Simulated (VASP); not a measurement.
Ca:

```
Ca
1.0
     0.00000    2.78841    2.78841
     2.78841    0.00000    2.78841
     2.78841    2.78841    0.00000
Ca
1
Direct
  0.00000 0.00000 0.00000
```

* Program: VASP 6.6.1
* Task: relaxation of cell and atoms
* Functional: PBEsol
* Potentials or basis: VASP PAW PBE potentials, release 64 (Ca_sv)
* Cutoff: 600 eV
* k mesh: 14 × 14 × 14
* Occupations: gaussian, width 0.1 eV
* Spin: no spin polarisation

At the start: pressure -1.1 GPa; volume 43.36 Å³/atom.

Question: Where does the relaxation end?

Answer: Over 4 steps the energy falls by 9.2 meV/atom and the volume is 40.66 Å³/atom (-6.2 %); space group Fm-3m (No. 225, to 0.1 Å) before and after.

The path:
```
step  energy change (eV)  largest force (eV/Å)  pressure (GPa)  volume (Å³)
   1              0.0000                0.0000           -1.06        43.36
   2             -0.0081                0.0000           -0.40        41.59
   3             -0.0092                0.0000            0.03        40.59
   4             -0.0092                0.0000            0.01        40.66
```

Final structure:
```cif
data_structure
_symmetry_space_group_name_H-M 'P 1'
_symmetry_Int_Tables_number 1
_cell_length_a 3.8596
_cell_length_b 3.8596
_cell_length_c 3.8596
_cell_angle_alpha 60.000
_cell_angle_beta 60.000
_cell_angle_gamma 60.000
_cell_volume 40.66
loop_
_atom_site_label
_atom_site_type_symbol
_atom_site_fract_x
_atom_site_fract_y
_atom_site_fract_z
_atom_site_occupancy
Ca1 Ca 0.00000 0.00000 0.00000 1
```

Caveat: the PAW data sets were made with another functional, which shifts forces and pressure a little.
